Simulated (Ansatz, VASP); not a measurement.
## In in VASP and in Ansatz

```xyz
1
Lattice="3.0451 0.0000 0.0000 0.0000 3.0451 0.0000 0.0000 0.0000 3.0451" Properties=species:S:1:pos:R:3 pbc="T T T"
In    0.0000    0.0000    0.0000
```

Alike in both runs: task relaxation of cell and atoms; functional r2SCAN; k mesh 10 × 10 × 10; occupations fermi-dirac, width 0.1 eV; no spin polarisation.

|  | VASP | Ansatz |
| --- | --- | --- |
| version | VASP 6.6.1 | Ansatz 0.2.0 |
| potentials or method | VASP PAW PBE potentials, release 64 (In_d), cutoff 600 eV | plane waves (500 eV) with PAW, scalar-relativistic |
| valence electrons in the cell | 13 | 13 |

VASP gave:

* relaxed volume (Å³/atom): 28.24
* relaxed cell length with the largest relative difference (Å): 3.045

Question: Which values does Ansatz return?

Answer: Relaxed volume (Å³/atom): 28.20; relaxed cell length with the largest relative difference (Å): 3.044.

VASP's potentials were made for PBE, not for r2SCAN.

Noted on VASP's run: the relaxation stopped at its first step, so nothing moved.
